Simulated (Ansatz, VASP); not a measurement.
# Two plane-wave programs on Si

```
CELL_PARAMETERS angstrom
2.83638 0.00000 0.00000
-1.41819 2.45638 0.00000
0.00000 0.00000 9.45120
ATOMIC_POSITIONS crystal
Si 0.00000 0.00000 0.00000
Si 0.00000 0.00000 0.50000
Si 0.33333 0.66667 0.25000
Si 0.66667 0.33333 0.75000
```

Alike in both runs: functional BLYP; k mesh 13 × 13 × 4; occupations fermi-dirac, width 0.1 eV; no spin polarisation.

Ansatz relaxed the structure, and its values are those at the end. VASP's run is a single point on that final structure, the one shown.

|  | VASP | Ansatz |
| --- | --- | --- |
| version | VASP 6.6.1 | Ansatz 0.2.0 |
| potentials or method | VASP PAW PBE potentials, release 64 (Si), cutoff 520 eV | plane waves (420 eV) with PAW, scalar-relativistic |
| valence electrons in the cell | 16 | 16 |

|  | VASP | Ansatz | Ansatz less VASP |
| --- | --- | --- | --- |
| pressure (GPa) | 0.3 | 0.0 | -0.33 |

VASP's potentials were made for PBE, not for BLYP.
